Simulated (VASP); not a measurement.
# I (Fmmm) in VASP: further runs

Runs on I. Level: PBE. Tasks: relaxation of cell and atoms, single point.

Everything below comes from runs of VASP 6.6.1. Logs are shortened: lines on timing, memory, paths and dates and some standing lists are left out, and cuts for length are marked.

## Step 1: The cell of the first run

The typed cell holds 1 atom: a = 3.444 Å, b = 3.444 Å, c = 3.005 Å, α = 64.12°, β = 64.14°, γ = 51.73°.

## Step 2: Relaxation of cell and atoms, PBE, target pressure 25.1 GPa, at which the enthalpy is minimised

File INCAR:

```
PREC = Accurate ; ENCUT = 600
EDIFF = 1E-6 ; ISMEAR = -1
SIGMA = 0.1 ; LREAL = F
LASPH = T ; NELM = 100
ALGO = Normal ; ISIF = 3
LWAVE = F ; LCHARG = F
GGA = PE ; IBRION = 2
NSW = 80 ; EDIFFG = -0.002
PSTRESS = 251.0
```

File KPOINTS:

```
regular mesh
0
Gamma
  16 16 16
```

File POSCAR:

```
I
1.0
    0.0000000000      2.1242607225      2.7102868127
    2.1252366448      0.0000000000      2.7102868127
    2.1252366448      2.1242607225      0.0000000000
I
1
Direct
    0.0000000000      0.0000000000      0.0000000000
```

Potentials or basis: VASP PAW PBE potentials, release 64 (I).

Run with:

```bash
$ cat potpaw_PBE.64/I/POTCAR > POTCAR
$ mpirun -np 1 vasp_std > vasp.out
```

OUTCAR:

```text
PREC = Accurate
   ENCUT = 600
   EDIFF = 1E-6
   ISMEAR = -1
   LREAL = F
   LASPH = T
   NELM = 100
   ISIF = 3
   GGA = PE
   IBRION = 2
   NSW = 80
   EDIFFG = -0.002
   PSTRESS = 251.0

 ion  position               nearest neighbor table
   1  0.000  0.000  0.000-

  LATTYP: Found a face centered orthorhombic cell.
 ALAT       =     4.2485214450
 B/A-ratio  =     1.0004594174
 C/A-ratio  =     1.2758729585

  Lattice vectors:

 A1 = (   2.1252366448,   0.0000000000,  -2.7102868127)
 A2 = (   0.0000000000,   2.1242607225,  -2.7102868127)
 A3 = (   2.1252366448,   2.1242607225,   0.0000000000)

Analysis of symmetry for initial positions (statically):
=====================================================================
 Subroutine PRICEL returns:
 Original cell was already a primitive cell.

 Routine SETGRP: Setting up the symmetry group for a
 face centered orthorhombic supercell.

 Subroutine GETGRP returns: Found  8 space group operations
 (whereof  8 operations were pure point group operations)
 out of a pool of  8 trial point group operations.

The static configuration has the point symmetry D_2h.

Analysis of symmetry for dynamics (positions and initial velocities):
=====================================================================
 Subroutine PRICEL returns:
 Original cell was already a primitive cell.

 Routine SETGRP: Setting up the symmetry group for a
 face centered orthorhombic supercell.

 Subroutine GETGRP returns: Found  8 space group operations
 (whereof  8 operations were pure point group operations)
 out of a pool of  8 trial point group operations.

The dynamic configuration has the point symmetry D_2h.

 Subroutine INISYM returns: Found  8 space group operations
 (whereof  8 operations are pure point group operations),
 and found     1 'primitive' translations

----------------------------------------------------------------------------------------

                                     Primitive cell

  volume of cell :      24.4715

  direct lattice vectors                    reciprocal lattice vectors
     0.000000000  2.124260722  2.710286813    -0.235267918  0.235376004  0.184482320
     2.125236645  0.000000000  2.710286813     0.235267918 -0.235376004  0.184482320
     2.125236645  2.124260722  0.000000000     0.235267918  0.235376004 -0.184482320

  length of vectors
     3.443564755  3.444166866  3.004848484     0.380508322  0.380508322  0.380508322

  position of ions in fractional coordinates (direct lattice)
     0.000000000  0.000000000  0.000000000

  ion indices of the primitive-cell ions
   primitive index   ion index
                 1           1

----------------------------------------------------------------------------------------

 KPOINTS: regular mesh

Automatic generation of k-mesh.
 Grid dimensions read from file:
 generate k-points for:   16   16   16

 Generating k-lattice:

  Cartesian coordinates                     Fractional coordinates (reciprocal lattice)
    -0.014704245  0.014711000  0.011530145     0.062500000  0.000000000  0.000000000
     0.014704245 -0.014711000  0.011530145     0.000000000  0.062500000  0.000000000
     0.014704245  0.014711000 -0.011530145     0.000000000  0.000000000  0.062500000

  Length of vectors
     0.023781770  0.023781770  0.023781770

  Shift w.r.t. Gamma in fractional coordinates (k-lattice)
     0.000000000  0.000000000  0.000000000

 Subroutine IBZKPT returns following result:
 ===========================================

 Found    621 irreducible k-points:

 Following reciprocal coordinates:
            Coordinates               Weight
  0.000000  0.000000  0.000000      1.000000
  0.062500  0.000000  0.000000      8.000000
  0.125000  0.000000  0.000000      8.000000
  0.187500 -0.000000 -0.000000      8.000000
  0.250000  0.000000  0.000000      8.000000
  0.312500  0.000000  0.000000      8.000000
[... 16 lines left out ...]
 -0.125000  0.062500  0.000000      8.000000
 -0.062500  0.062500  0.000000      4.000000
 [... further k-points ...]
   k-points           NKPTS =    621   k-points in BZ     NKDIM =    621   number of bands    NBANDS=      7
   number of dos      NEDOS =    301   number of ions     NIONS =      1
   total plane-waves  NPLWV =  18816
   dimension x,y,z NGX =    28 NGY =   28 NGZ =   24
   dimension x,y,z NGXF=    56 NGYF=   56 NGZF=   48
   ions per type =               1
   NGX,Y,Z   is equivalent  to a cutoff of  13.52, 13.52, 13.28 a.u.
   NGXF,Y,Z  is equivalent  to a cutoff of  27.04, 27.03, 26.56 a.u.
 SYSTEM =  unknown system
   PREC   = accura    normal or accurate (medium, high low for compatibility)
   ISTART =      0    job   : 0-new  1-cont  2-samecut
   ICHARG =      2    charge: 1-file 2-atom 10-const
   ISPIN  =      1    spin polarized calculation?
   LNONCOLLINEAR =      F non collinear calculations
   LSORBIT =      F    spin-orbit coupling
   LASPH  =      T    aspherical Exc in radial PAW
   ENCUT  =  600.0 eV  44.10 Ry    6.64 a.u.   6.88  6.88  6.00*2*pi/ulx,y,z
   NELM   =    100;   NELMIN=  2; NELMDL= -5     # of ELM steps
   EDIFF  = 0.1E-05   stopping-criterion for ELM
   LREAL  =      F    real-space projection
   EDIFFG = -.2E-02   stopping-criterion for IOM
   NSW    =     80    number of steps for IOM
   IBRION =      2    ionic relax: 0-MD 1-quasi-New 2-CG
   NFREE  =      1    steps in history (QN), initial steepest desc. (CG)
   ISIF   =      3    stress and relaxation
   ISYM   =      2    0-nonsym 1-usesym 2-fastsym
   POTIM  = 0.5000    time-step for ionic-motion
   TEBEG  =    0.0;   TEEND  =   0.0 temperature during run
   PSTRESS=  251.0 pullay stress
   NELECT =       7.0000    total number of electrons
   NUPDOWN=      -1.0000    fix difference up-down
   EMIN   =  10.00;   EMAX   =-10.00  energy-range for DOS
   EFERMI =   0.00;   METHOD = LEGACY
   ISMEAR =    -1;   SIGMA  =   0.10  broadening in eV -4-tet -1-fermi 0-gaus
   EFERMI_NEDOS =   21; number of points for ismear=-14 and -15
   IALGO  =     38    algorithm
   IMIX   =      4    mixing-type and parameters
     AMIX     =   0.40;   BMIX     =  1.00
     AMIX_MAG =   1.60;   BMIX_MAG =  1.00
  volume/ion in A,a.u.               =      24.47       165.14
  Fermi-wavevector in a.u.,A,eV,Ry     =   1.078667  2.038385 15.830684  1.163522
  Thomas-Fermi vector in A             =   2.214612
   LORBIT       =      0    0 simple, 1 ext, 2 COOP (PROOUT), +10 PAW based schemes
   GGA     = PE    functional components
   LHFCALC =     F    Hartree Fock is set to
   AEXX    =    0.0000 exact exchange contribution
   IVDW    =     0    specifies the selected vdW correction
   LEPSILON=     F    determine dielectric tensor
   LRPA    =     F    only Hartree local field effects (RPA)
 conjugate gradient relaxation of ions
 non-spin polarized calculation
  energy-cutoff  :      600.00
  volume of cell :       24.47
 maximum number of plane-waves:       833
   NGX = 13   NGY = 13   NGZ = 13

--------------------------------------- Ionic step        1  -------------------------------------------

 number of electron       7.0000000 magnetization

 Free energy of the ion-electron system (eV)
  ---------------------------------------------------
  ext. energy  EPLUGINS =         0.00000000
  ---------------------------------------------------
  free energy    TOTEN  =        -0.60652811 eV

  energy without entropy =       -0.59004896  energy(sigma->0) =       -0.59828854

------------------------ aborting loop because EDIFF is reached ----------------------------------------

  FORCE on cell =-STRESS in cart. coord.  units (eV):
  Direction    XX          YY          ZZ          XY          YZ          ZX
  --------------------------------------------------------------------------------------
  -------------------------------------------------------------------------------------
  Total        3.8076973      3.8100841      3.8281987     -0.0000000      0.0000000      0.0000000
  in kB      249.2944635    249.4507311    250.6367139     -0.0000000      0.0000000      0.0000000
  external PRESSURE =      -1.2060305 kB  Pullay stress =     251.0000000 kB

 VOLUME and BASIS-vectors are now :
 -----------------------------------------------------------------------------
  energy-cutoff  :      600.00
  volume of cell :       24.47
      direct lattice vectors                 reciprocal lattice vectors
     0.000000000  2.124260722  2.710286813    -0.235267918  0.235376004  0.184482320
     2.125236645  0.000000000  2.710286813     0.235267918 -0.235376004  0.184482320
     2.125236645  2.124260722  0.000000000     0.235267918  0.235376004 -0.184482320
[... 155 lines left out ...]
  FREE ENERGIE OF THE ION-ELECTRON SYSTEM (eV)
  ---------------------------------------------------
  free  energy   TOTEN  =        -0.6035040445 eV

  energy  without entropy=       -0.5870873994  energy(sigma->0) =       -0.59529572

  enthalpy is  TOTEN    =         3.2272052492 eV   P V=        3.8307092937

--------------------------------------- Ionic step        6  -------------------------------------------

 number of electron       7.0000000 magnetization

 Free energy of the ion-electron system (eV)
  ---------------------------------------------------
  ext. energy  EPLUGINS =         0.00000000
  ---------------------------------------------------
  free energy    TOTEN  =        -0.60428258 eV

  energy without entropy =       -0.58789120  energy(sigma->0) =       -0.59608689

 E-fermi :  10.0420     XC(G=0): -10.7816

 val. band max:       10.0290769715   @ k =   0.3125   0.2500   0.0000
 cond. band min:      10.0625859574   @ k =   0.4375   0.3750  -0.0000
 fundamental gap:      0.0335089860
 Fermi energy:        10.0419885697

 k-point     1 :       0.0000    0.0000    0.0000
  band No.  band energies     occupation
      1      -6.6347      2.00000
      2      10.8622      0.00055
      3      12.0860      0.00000
      4      12.0867      0.00000
      5      18.1285      0.00000
      6      18.5487      0.00000
      7      20.7323      0.00000

 k-point     2 :       0.0625    0.0000    0.0000
  band No.  band energies     occupation
      1      -6.5596      2.00000
      2      10.6704      0.00372
      3      11.5374      0.00000
      4      12.0932      0.00000
      5      18.3556      0.00000
      6      18.6684      0.00000
      7      19.7818      0.00000
[... 201 lines left out ...]
 k-point    23 :      -0.1250    0.0625    0.0000
  band No.  band energies     occupation
      1      -6.0961      2.00000
      2       8.7639      1.99999
      3      10.3281      0.10817
      4      12.3580      0.00000
      5      17.3977      0.00000
      6      19.2133      0.00000
      7      19.4585      0.00000

 k-point    24 :      -0.0625    0.0625    0.0000
  band No.  band energies     occupation
      1      -6.4004      2.00000
      2      10.3100      0.12833
      3      10.6636      0.00398
      4      12.2295      0.00000
      5      18.4319      0.00000
      6      18.6694      0.00000
      7      19.1333      0.00000

 [... further k-points ...]
[... 5 lines left out ...]
  --------------------------------------------------------------------------------------
  -------------------------------------------------------------------------------------
  Total        3.8309508      3.8318578      3.8323985      0.0000000      0.0000000      0.0000000
  in kB      250.9649315    251.0243549    251.0597701      0.0000000      0.0000000      0.0000000
  external PRESSURE =       0.0163522 kB  Pullay stress =     251.0000000 kB

 VOLUME and BASIS-vectors are now :
 -----------------------------------------------------------------------------
  energy-cutoff  :      600.00
  volume of cell :       24.46
      direct lattice vectors                 reciprocal lattice vectors
    -0.000000000  2.123149020  2.712280070    -0.235456616  0.235499249  0.184346744
     2.123533449  0.000000000  2.712280070     0.235456616 -0.235499249  0.184346744
     2.123533449  2.123149020  0.000000000     0.235456616  0.235499249 -0.184346744

 POSITION                                       TOTAL-FORCE (eV/Angst)
 -----------------------------------------------------------------------------------
      0.00000      0.00000      0.00000         0.000000      0.000000      0.000000
 -----------------------------------------------------------------------------------
    total drift:                                0.000000      0.000000      0.000000

  FREE ENERGIE OF THE ION-ELECTRON SYSTEM (eV)
  ---------------------------------------------------
  free  energy   TOTEN  =        -0.6042825783 eV

  energy  without entropy=       -0.5878911957  energy(sigma->0) =       -0.59608689

  enthalpy is  TOTEN    =         3.2272034950 eV   P V=        3.8314860733

 reached required accuracy - stopping structural energy minimisation
```

Run time: 1.8 min. Hardware: 1 thread of Intel Xeon 6975P-C (Granite Rapids), shared host; peak memory 0.27 GiB.

Results:

| Item | Value |
| --- | --- |
| Free energy | -0.6043 eV |
| Relaxed volume | 24.46 Å³/atom |
| Relaxed cell | a = 3.444 Å, b = 3.445 Å, c = 3.003 Å, α = 64.15°, β = 64.16°, γ = 51.68° |
| Space group after relaxing (to 0.05 Å) | I4/mmm (No. 139) |
| Energy change on relaxing (the enthalpy is what falls) | +2.2 meV/atom |
| Ionic steps | 6 |
| Pressure after relaxing | 25.1 GPa |

The path:
```csv
step,energy change (eV),largest force (eV/Å),pressure (GPa),volume (Å³)
1,0.0000,0.0000,24.98,24.47
2,0.0102,0.0000,25.36,24.41
3,0.0037,0.0000,25.12,24.45
4,0.0036,0.0000,25.12,24.45
5,0.0030,0.0000,25.11,24.45
6,0.0022,0.0000,25.10,24.46
```

Final structure:
```
I
1.0
     0.00000    2.12315    2.71228
     2.12353    0.00000    2.71228
     2.12353    2.12315    0.00000
I
1
Direct
  0.00000 0.00000 0.00000
```

Caveat: the cell is relaxed towards a set pressure, so the enthalpy falls and the energy may rise; spin-orbit coupling is left out, which moves the levels of the heavy elements; an odd number of electrons without spin polarisation forces a metal; a magnetic or distorted state may lie lower.

## Step 3: Single point, PBE

File INCAR:

```
SYSTEM = I
PREC = Accurate
ENCUT = 520
EDIFF = 1E-6
ISMEAR = -1
SIGMA = 0.1
LREAL = .FALSE.
LASPH = .TRUE.
NELM = 100
ALGO = Normal
ISIF = 2
LWAVE = .FALSE.
LCHARG = .FALSE.
GGA = PE
NBANDS = 10
```

File KPOINTS:

```
regular mesh
0
G
  16 16 16
  0 0 0
```

POSCAR is that of step 2.

Potentials or basis: VASP PAW PBE potentials, release 64 (I).

Run with:

```bash
$ cat potpaw_PBE.64/I/POTCAR > POTCAR
$ mpirun -np 1 vasp_std > vasp.out
```

Wall time 49 s (1 thread of Intel Xeon 6975P-C (Granite Rapids), shared host); peak memory 0.26 GiB.

It converged, with:

| Property | Result |
| --- | --- |
| Free energy | -0.6065 eV |
| Pressure | 25.0 GPa |

Stress tensor (GPa, compression positive):
```
24.93  0.00  0.00
 0.00 24.95  0.00
 0.00  0.00 25.07
```

Levels at points of the mesh, in eV from the Fermi level:
```csv
k point,band 2,band 3,band 4,band 5,band 6,band 7
"(0.00, 0.00, 0.00)",0.83,2.04,2.04,8.09,8.53,10.69
"(0.50, 0.00, 0.00)",-7.87,-1.40,2.37,4.72,9.40,10.79
"(0.50, 0.50, 0.00)",-7.56,-0.19,-0.18,5.16,5.55,19.89
"(0.50, 0.00, 0.50)",-6.60,-4.12,-1.61,2.44,3.81,14.35
"(0.00, 0.50, 0.50)",-6.60,-4.12,-1.60,2.45,3.82,14.34
```

Caveat: spin-orbit coupling is left out, which moves the levels of the heavy elements; an odd number of electrons without spin polarisation forces a metal; a magnetic or distorted state may lie lower.

## Step 4: Single point, PBE

File INCAR:

```
PREC = Accurate
ENCUT = 520
EDIFF = 1E-7
ISMEAR = -1
SIGMA = 0.1
LREAL = F
LASPH = T
NELM = 100
ALGO = Normal
ISIF = 2
LWAVE = F
LCHARG = F
GGA = PE
NBANDS = 10
```

File KPOINTS:

```
Automatic mesh
0
Gamma
  16 16 16
```

POSCAR is that of step 3.

Run with:

```bash
$ cat potpaw_PBE.64/I/POTCAR > POTCAR
$ mpirun -np 1 vasp_std > vasp.out
```

It took 52 s on 1 thread of Intel Xeon 6975P-C (Granite Rapids), shared host; peak memory 0.26 GiB.

It converged, with:

- Free energy: -0.6065 eV
- Pressure: 25.0 GPa

Stress tensor (GPa, compression positive):
```
24.93  0.00  0.00
 0.00 24.95  0.00
 0.00  0.00 25.07
```

Levels at points of the mesh, in eV from the Fermi level:
| k point | band 2 | band 3 | band 4 | band 5 | band 6 | band 7 |
| --- | --- | --- | --- | --- | --- | --- |
| (0.00, 0.00, 0.00) | 0.83 | 2.04 | 2.04 | 8.09 | 8.53 | 10.69 |
| (0.50, 0.00, 0.00) | -7.87 | -1.40 | 2.37 | 4.72 | 9.40 | 10.79 |
| (0.50, 0.50, 0.00) | -7.56 | -0.19 | -0.18 | 5.16 | 5.55 | 19.89 |
| (0.50, 0.00, 0.50) | -6.60 | -4.12 | -1.61 | 2.44 | 3.81 | 14.35 |
| (0.00, 0.50, 0.50) | -6.60 | -4.12 | -1.60 | 2.45 | 3.82 | 14.34 |

Caveat: spin-orbit coupling is left out, which moves the levels of the heavy elements; an odd number of electrons without spin polarisation forces a metal; a magnetic or distorted state may lie lower.
